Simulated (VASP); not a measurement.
# TlVSe3 (Pm-3m) in VASP: notebook, part 2 of 2

VASP 6.6.1. The steps go on from the part before.

### 3 Single point, PBE, collinear spin, ferromagnetic start

This run uses another cell than the first one, of 25.09 Å³/atom, 1.045 times its volume.

The input, INCAR:

```
SYSTEM = TlVSe3
PREC = Accurate
ENCUT = 520
EDIFF = 1E-7
ISMEAR = 0
SIGMA = 0.1
LREAL = .FALSE.
LASPH = .TRUE.
NELM = 150
ALGO = Normal
ISIF = 2
LWAVE = .FALSE.
LCHARG = .TRUE.
ISPIN = 2
MAGMOM = 2 0 0 0 0
LORBIT = 11
LMAXMIX = 4
GGA = PE
LELF = .TRUE.
LVHAR = .TRUE.
NBANDS = 34
```

The input, KPOINTS:

```
regular mesh
0
G
  4 4 4
  0 0 0
```

The input, POSCAR:

```
TlVSe3
1.0
    5.0061371500      0.0000000000      0.0000000000
    0.0000000000      5.0061371500      0.0000000000
    0.0000000000      0.0000000000      5.0061371500
V Tl Se
1 1 3
Direct
    0.0000000000      0.0000000000      0.0000000000
    0.5000000000      0.5000000000      0.5000000000
    0.5000000000      0.0000000000      0.0000000000
    0.0000000000      0.5000000000      0.0000000000
    0.0000000000      0.0000000000      0.5000000000
```

Potentials or basis: VASP PAW PBE potentials, release 64 (V_sv, Tl_d, Se).

On the command line:

```console
> cat potpaw_PBE.64/V_sv/POTCAR potpaw_PBE.64/Tl_d/POTCAR potpaw_PBE.64/Se/POTCAR > POTCAR
> mpirun -np 1 vasp_std > vasp.out
```

OUTCAR:

```text
SYSTEM = TlVSe3
   PREC = Accurate
   ENCUT = 520
   EDIFF = 1E-7
   ISMEAR = 0
   LREAL = .FALSE.
   LASPH = .TRUE.
   NELM = 150
   ISIF = 2
   ISPIN = 2
   LORBIT = 11
   GGA = PE

 ion  position               nearest neighbor table
   1  0.000  0.000  0.000-   3 2.50   4 2.50   5 2.50   5 2.50   4 2.50   3 2.50
   2  0.500  0.500  0.500-
   3  0.500  0.000  0.000-   1 2.50   1 2.50
   4  0.000  0.500  0.000-   1 2.50   1 2.50
   5  0.000  0.000  0.500-   1 2.50   1 2.50

  LATTYP: Found a simple cubic cell.
 ALAT       =     5.0061371500

  Lattice vectors:

 A1 = (   5.0061371500,   0.0000000000,   0.0000000000)
 A2 = (   0.0000000000,   5.0061371500,   0.0000000000)
 A3 = (   0.0000000000,   0.0000000000,   5.0061371500)

Analysis of symmetry for initial positions (statically):
[... 934 lines left out ...]

  FORCE on cell =-STRESS in cart. coord.  units (eV):
  Direction    XX          YY          ZZ          XY          YZ          ZX
  --------------------------------------------------------------------------------------
  -------------------------------------------------------------------------------------
  Total       -1.9685506     -1.9685506     -1.9685506     -0.0000000     -0.0000000     -0.0000000
  in kB      -25.1390541    -25.1390541    -25.1390541     -0.0000000     -0.0000000     -0.0000000
  external PRESSURE =     -25.1390541 kB  Pullay stress =       0.0000000 kB

 VOLUME and BASIS-vectors are now :
 -----------------------------------------------------------------------------
  energy-cutoff  :      520.00
  volume of cell :      125.46
      direct lattice vectors                 reciprocal lattice vectors
     5.006137150  0.000000000  0.000000000     0.199754815  0.000000000  0.000000000
     0.000000000  5.006137150  0.000000000     0.000000000  0.199754815  0.000000000
     0.000000000  0.000000000  5.006137150     0.000000000  0.000000000  0.199754815

 POSITION                                       TOTAL-FORCE (eV/Angst)
 -----------------------------------------------------------------------------------
      0.00000      0.00000      0.00000         0.000000      0.000000      0.000000
      2.50307      2.50307      2.50307         0.000000      0.000000      0.000000
      2.50307      0.00000      0.00000         0.000000      0.000000      0.000000
      0.00000      2.50307      0.00000         0.000000      0.000000      0.000000
      0.00000      0.00000      2.50307         0.000000      0.000000      0.000000
 -----------------------------------------------------------------------------------
    total drift:                               -0.000000      0.000000     -0.000000

  FREE ENERGIE OF THE ION-ELECTRON SYSTEM (eV)
  ---------------------------------------------------
  free  energy   TOTEN  =       -23.1527068495 eV

  energy  without entropy=      -23.1507080897  energy(sigma->0) =      -23.15170747

 total charge

# of ion       s       p       d       tot
------------------------------------------
    1        2.217   6.178   2.934  11.330
    2        1.280   0.146   9.668  11.094
    3        1.470   2.305   0.025   3.800
    4        1.470   2.305   0.025   3.800
    5        1.470   2.305   0.025   3.800
--------------------------------------------------
tot          7.907  13.240  12.677  33.825

 magnetization (x)

# of ion       s       p       d       tot
------------------------------------------
    1       -0.000  -0.000  -0.000  -0.000
    2        0.000  -0.000   0.000   0.000
    3        0.000   0.000  -0.000   0.000
    4        0.000   0.000  -0.000   0.000
    5        0.000   0.000  -0.000   0.000
--------------------------------------------------
tot          0.000   0.000  -0.000  -0.000
```

Run time: 74 s. Hardware: 1 thread of Oxide Virtual Turin-like, shared host; peak memory 0.28 GiB.

Results:

```yaml
Free_energy: -23.1527 eV
Pressure: -2.5 GPa
Band_gap_on_the_k_mesh: zero (filled and empty bands overlap)
Net_moment: 0.00 μB per cell
Valence_electrons_inside_the_program's_atomic_spheres: V 11.33; Tl 11.09; Se 3.80
```

Levels at points of the mesh, in eV from the Fermi level:
Spin up:
| k point | band 20 | band 21 | band 22 | band 23 | band 24 | band 25 |
| --- | --- | --- | --- | --- | --- | --- |
| (0.00, 0.00, 0.00) | -0.71 | -0.71 | -0.71 | -0.33 | -0.33 | -0.33 |
| (0.50, 0.00, 0.00) | -0.69 | -0.47 | -0.32 | -0.32 | 0.19 | 0.69 |
| (0.50, 0.50, 0.00) | -2.17 | -2.17 | 0.58 | 0.66 | 0.85 | 0.85 |
| (0.50, 0.50, 0.50) | 0.47 | 0.47 | 0.47 | 0.57 | 0.57 | 0.57 |
Spin down:
```
           k point  band 20  band 21  band 22  band 23  band 24  band 25
(0.00, 0.00, 0.00)    -0.71    -0.71    -0.71    -0.33    -0.33    -0.33
(0.50, 0.00, 0.00)    -0.69    -0.47    -0.32    -0.32     0.19     0.69
(0.50, 0.50, 0.00)    -2.17    -2.17     0.58     0.66     0.85     0.85
(0.50, 0.50, 0.50)     0.47     0.47     0.47     0.57     0.57     0.57
```

Caveat: spin-orbit coupling is left out, which moves the levels of the heavy elements.

### 4 Relaxation of cell and atoms, PBE

This run uses another cell than the first one, of 25.09 Å³/atom, 1.045 times its volume.

The input, INCAR:

```
PREC     = Accurate       # precision mode
ENCUT    = 600            # plane-wave cutoff, eV
EDIFF    = 1E-6           # SCF threshold, eV
ISMEAR   = 0              # smearing method
SIGMA    = 0.1            # smearing width, eV
LREAL    = F              # projectors in reciprocal space
LASPH    = T              # aspherical terms in the spheres
NELM     = 60             # most SCF steps
ALGO     = Normal         # electronic algorithm
ISIF     = 3              # what is computed and relaxed
LWAVE    = F              # write WAVECAR
LCHARG   = F              # write CHGCAR
GGA      = PE             # functional
IBRION   = 2              # ionic algorithm
NSW      = 100            # ionic steps
EDIFFG   = -0.01          # ionic threshold
```

The input, KPOINTS:

```
Automatic mesh
0
Gamma
  8 8 8
```

POSCAR is that of step 3.

Potentials or basis: VASP PAW PBE potentials, release 64 (V_sv, Tl_d, Se).

On the command line:

```console
> cat potpaw_PBE.64/V_sv/POTCAR potpaw_PBE.64/Tl_d/POTCAR potpaw_PBE.64/Se/POTCAR > POTCAR
> mpirun -np 1 vasp_std > vasp.out
```

OUTCAR:

```text
PREC = Accurate
   ENCUT = 600
   EDIFF = 1E-6
   ISMEAR = 0
   LREAL = F
   LASPH = T
   NELM = 60
   ISIF = 3
   GGA = PE
   IBRION = 2
   NSW = 100
   EDIFFG = -0.01

 ion  position               nearest neighbor table
   1  0.000  0.000  0.000-   3 2.50   4 2.50   5 2.50   5 2.50   4 2.50   3 2.50
   2  0.500  0.500  0.500-
   3  0.500  0.000  0.000-   1 2.50   1 2.50
   4  0.000  0.500  0.000-   1 2.50   1 2.50
   5  0.000  0.000  0.500-   1 2.50   1 2.50

  LATTYP: Found a simple cubic cell.
 ALAT       =     5.0061371500

  Lattice vectors:

 A1 = (   5.0061371500,   0.0000000000,   0.0000000000)
 A2 = (   0.0000000000,   5.0061371500,   0.0000000000)
 A3 = (   0.0000000000,   0.0000000000,   5.0061371500)

Analysis of symmetry for initial positions (statically):
[... 184 lines left out ...]

 val. band max:        4.0862097991   @ k =   0.5000   0.1250   0.0000
 cond. band min:       4.1364064539   @ k =   0.5000   0.3750   0.3750
 fundamental gap:      0.0501966548
 Fermi energy:         4.1110400784

 k-point     1 :       0.0000    0.0000    0.0000
  band No.  band energies     occupation
      1     -61.0695      2.00000
      2     -34.8973      2.00000
      3     -34.8973      2.00000
      4     -34.8973      2.00000
      5      -9.5180      2.00000
      6      -7.9949      2.00000
[... 803 lines left out ...]
--------------------------------------- Ionic step        4  -------------------------------------------

 number of electron      44.0000005 magnetization

 Free energy of the ion-electron system (eV)
  ---------------------------------------------------
  ext. energy  EPLUGINS =         0.00000000
  ---------------------------------------------------
  free energy    TOTEN  =       -23.18306790 eV

  energy without entropy =      -23.16277292  energy(sigma->0) =      -23.17292041

 E-fermi :   4.5503     XC(G=0):  -9.8555

 val. band max:        4.5217446926   @ k =   0.5000   0.1250   0.0000
 cond. band min:       4.5760605824   @ k =   0.5000   0.3750   0.3750
 fundamental gap:      0.0543158898
 Fermi energy:         4.5502814744

 k-point     1 :       0.0000    0.0000    0.0000
  band No.  band energies     occupation
      1     -60.6003      2.00000
      2     -34.4403      2.00000
      3     -34.4403      2.00000
      4     -34.4403      2.00000
      5      -9.3252      2.00000
      6      -7.6690      2.00000
[... 719 lines left out ...]
  FREE ENERGIE OF THE ION-ELECTRON SYSTEM (eV)
  ---------------------------------------------------
  free  energy   TOTEN  =       -23.1830679002 eV

  energy  without entropy=      -23.1627729232  energy(sigma->0) =      -23.17292041

 reached required accuracy - stopping structural energy minimisation
```

Wall time 6.2 min (1 thread of Oxide Virtual Turin-like, shared host); peak memory 0.32 GiB.

Results:

- Free energy: -23.1831 eV
- Relaxed volume: 24.04 Å³/atom
- Relaxed cell: a = 4.935 Å, b = 4.935 Å, c = 4.935 Å, α = 90.00°, β = 90.00°, γ = 90.00°
- Space group after relaxing (to 0.05 Å): Pm-3m (No. 221)
- Energy gained by relaxing: 7.6 meV/atom
- Ionic steps: 4
- Pressure after relaxing: 0.0 GPa
- Band gap on the k mesh: zero (band 22 reaches 4.99 eV, above the bottom of band 23 at 3.84 eV)

The path:
| step | energy change (eV) | largest force (eV/Å) | pressure (GPa) | volume (Å³) |
| --- | --- | --- | --- | --- |
| 1 | 0.0000 | 0.0000 | -2.39 | 125.46 |
| 2 | -0.0350 | 0.0000 | 0.73 | 118.79 |
| 3 | -0.0380 | 0.0000 | -0.07 | 120.32 |
| 4 | -0.0380 | 0.0000 | -0.02 | 120.19 |

Final structure:
```
V Tl Se
1.0
     4.93497    0.00000    0.00000
     0.00000    4.93497    0.00000
     0.00000    0.00000    4.93497
V Tl Se
1 1 3
Direct
  0.00000 0.00000 0.00000
  0.50000 0.50000 0.50000
  0.50000 0.00000 0.00000
  0.00000 0.50000 0.00000
  0.00000 0.00000 0.50000
```

Caveat: spin-orbit coupling is left out, which moves the levels of the heavy elements; the run has no spin polarisation, though such a crystal can be magnetic.

### 5 Summary

```csv
task,spin,cell,k mesh,cutoff (eV),gap on the mesh (eV),pressure (GPa)
single point,off,"a = 4.933 Å, 5 atoms",8 × 8 × 8,520,none,0.1
single point,"collinear, ferromagnetic start","a = 5.006 Å, 5 atoms",4 × 4 × 4,520,none,-2.5
relaxation of cell and atoms,off,"relaxed from a = 5.006 Å, 5 atoms",8 × 8 × 8,600,none,0.0
```

Alike in all rows: level PBE; potentials or basis VASP PAW PBE potentials, release 64 (V_sv, Tl_d, Se); smearing gaussian 0.1 eV.

Caveats: spin-orbit coupling is left out, which moves the levels of the heavy elements.

Total energies depend on the potentials used, so only differences within one code and one set of settings carry meaning.
